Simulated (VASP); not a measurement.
Here is a VASP 6.6.1 calculation.

File INCAR:

```
SYSTEM = Be7Te
PREC = Accurate
ENCUT = 600
EDIFF = 1E-6
ISMEAR = 0
SIGMA = 0.2
LREAL = .False.
LASPH = .True.
NELM = 120
ALGO = Normal
ISIF = 2
LWAVE = .False.
LCHARG = .False.
GGA = PE
NBANDS = 20
GGA_COMPAT = .False.
```

File KPOINTS:

```
Automatic mesh
0
Gamma
  4 4 4
  0 0 0
```

File POSCAR:

```
Be7Te
1.0
    0.0000000000      3.5585944551      3.5585944551
    3.5585944551      0.0000000000      3.5585944551
    3.5585944551      3.5585944551      0.0000000000
Be Te
7 1
Direct
    0.5000000000      0.0000000000      0.0000000000
    0.0000000000      0.0000000000      0.5000000000
    0.5000000000      0.5000000000      0.0000000000
    0.0000000000      0.5000000000      0.5000000000
    0.5000000000      0.5000000000      0.5000000000
    0.0000000000      0.5000000000      0.0000000000
    0.5000000000      0.0000000000      0.5000000000
    0.0000000000      0.0000000000      0.0000000000
```

Potentials or basis: VASP PAW PBE potentials, release 64 (Be, Te).

Command:

```console
$ cat potpaw_PBE.64/Be/POTCAR potpaw_PBE.64/Te/POTCAR > POTCAR
$ mpirun -np 1 vasp_std > vasp.out
```

Problem. What does it give for the band gap on the k mesh?

Solution. Zero (bands 10 and 11 overlap by 1.78 eV).

Problem. Estimate the pressure.

Solution. 0.6 GPa.

Caveat: the k points lie up to 0.38 Å⁻¹ apart, too coarse for converged energies and pressures of a metal; spin-orbit coupling is left out, which moves the levels of the heavy elements.
